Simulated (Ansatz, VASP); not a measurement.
## One calculation of Au, two programs

Contents of POSCAR:

```
Au
1.0
    2.7903118606      0.0000000000      0.0000000000
    0.0000000000      2.7903118606      0.0000000000
    0.0000000000      0.0000000000      2.7903118606
Au
1
Direct
    0.0000000000      0.0000000000      0.0000000000
```

File INCAR.step1:

```
PREC = Accurate
ENCUT = 520
ISMEAR = -1
SIGMA = 0.1
LREAL = F
LASPH = T
NELM = 80
NBANDS = 12
GGA = PE
ALGO = Normal
EDIFF = 1E-4
LWAVE = T
LCHARG = F
```

INCAR.step2

```
PREC = Accurate
ENCUT = 520
EDIFF = 1E-6
ISMEAR = -1
SIGMA = 0.1
LREAL = F
LASPH = T
NELM = 80
ALGO = Normal
ISIF = 2
LWAVE = F
LCHARG = T
METAGGA = R2SCAN
LMIXTAU = T
LELF = T
LVHAR = T
NBANDS = 12
ISTART = 1
```

Contents of KPOINTS:

```
Automatic mesh
0
Gamma
  13 13 13
```

Input for Ansatz:

```yaml
crystal:
  lattice:
    - [2.7903118606, 0.0, 0.0]
    - [0.0, 2.7903118606, 0.0]
    - [0.0, 0.0, 2.7903118606]
  atoms:
    - { symbol: Au, position: [0.0, 0.0, 0.0] }
hamiltonian:
  xc: r2scan
  pseudopotentials:
    kind: paw
    azcp:
      Au: "pseudopotentials/Au.paw.azcp"
basis:
  ecutwfc: 500
  fft_grid_basis: typed
kpoints:
  mp_grid: { grid: [13, 13, 13], shift: [0, 0, 0] }
magnetization:
  spin_polarized: false
scf:
  occupations: { method: fermi_dirac, width: 0.1 }
  lower_state_search: "off"
output:
  stress: true
  write_density: true
  write_potential: true
  elf: true
  volumetric_format: npy
```

Alike in both runs: task single point; functional r2SCAN; k mesh 13 × 13 × 13; occupations fermi-dirac, width 0.1 eV; no spin polarisation.

|  | VASP | Ansatz |
| --- | --- | --- |
| version | VASP 6.6.1 | Ansatz 0.2.0 |
| potentials or method | VASP PAW PBE potentials, release 64 (Au), cutoff 520 eV | plane waves (500 eV) with PAW, scalar-relativistic |
| valence electrons in the cell | 11 | 19 |

Ansatz gave:

| Property | Result |
| --- | --- |
| pressure (GPa) | -7.5 |

Task: What did VASP give for the same quantities?

Result: Pressure (GPa): -7.4.

VASP's potentials were made for PBE, not for r2SCAN. VASP's potentials hold 11 valence electrons a cell and Ansatz's 19, so a difference there can come from the potentials and not from the codes.

Neither program's run includes spin-orbit coupling.
